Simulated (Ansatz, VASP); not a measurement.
Two plane-wave programs on BP

```
CELL_PARAMETERS angstrom
0.00000 2.23753 2.27060
2.23753 0.00000 2.27060
2.23753 2.23753 0.00000
ATOMIC_POSITIONS crystal
B 0.00000 0.00000 0.00000
P 0.25000 0.25000 0.25000
```

Change from the starting cell: strained cell.

Alike in both runs: functional PBEsol; k mesh 10 × 10 × 10; occupations gaussian, width 0.02 eV; no spin polarisation.

Ansatz relaxed the structure, and its values are those at the end. VASP's run is a single point on that final structure, the one shown.

```csv
,VASP,Ansatz
version,VASP 6.6.1,Ansatz 0.2.0
potentials or method,"VASP PAW PBE potentials, release 64 (B, P), cutoff 500 eV","scalar-relativistic, plane waves, PAW"
valence electrons in the cell,8,8
```

|  | VASP | Ansatz | Ansatz less VASP |
| --- | --- | --- | --- |
| gap on the k mesh at the Fermi level (eV) | 0.98 | 0.99 | +0.004 |
| least direct gap on the mesh (eV) | 3.32 | 3.33 | +0.006 |
| pressure (GPa) | 2.8 | 2.7 | -0.11 |

VASP's potentials were made for PBE, not for PBEsol, and Ansatz warns of the same on its side. Ansatz's warnings: stress scf threshold loose.
